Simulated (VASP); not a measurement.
## Si: single point with LDA

Crystal: Si.

```
Si
1.0
     0.00000    2.64526    2.95052
     2.64526    0.00000    2.95052
     2.64526    2.64526    0.00000
Si
2
Direct
  0.50000 0.50000 0.50000
  0.75000 0.75000 0.75000
```

This cell differs from its parent crystal: volume 20.646 Å^3 an atom, c/a of the conventional cell 1.1154.

```json
{
  "Program": "VASP 6.6.1",
  "Task": "single point",
  "Functional": "LDA",
  "Potentials or basis": "VASP PAW LDA potentials, release 64 (Si)",
  "Cutoff": "520 eV",
  "k mesh": "12 × 12 × 12",
  "Occupations": "gaussian, width 0.05 eV",
  "Spin": "no spin polarisation"
}
```

```
Pressure               : -4.3 GPa
Band gap on the k mesh : zero (band 4 reaches 5.77 eV, above the bottom of band 5 at 5.70 eV)
```

Stress tensor (GPa, compression positive):
```
 -0.25   0.00   0.00
  0.00  -0.25   0.00
  0.00   0.00 -12.44
```

Levels at points of the mesh, in eV from the Fermi level:
```
           k point  band 1  band 2  band 3  band 4  band 5  band 6  band 7  band 8  band 9
(0.00, 0.00, 0.00)  -12.01   -0.82    0.04    0.04    2.18    2.18    2.40    2.56    6.47
(0.50, 0.00, 0.00)   -9.73   -7.10   -1.95   -0.87    0.68    3.08    3.47    7.32    9.71
(0.50, 0.50, 0.00)   -8.38   -8.38   -2.46   -2.46    0.99    0.99    9.46    9.46   10.26
(0.50, 0.00, 0.50)   -7.75   -7.75   -3.26   -3.26    0.14    0.14    8.50    8.50   10.65
```

Wall time 49 s on 1 thread of Intel(R) Xeon(R) Platinum 8259CL CPU @ 2.50GHz (Skylake/Cascade Lake), on a shared host, peak memory 0.17 GiB.
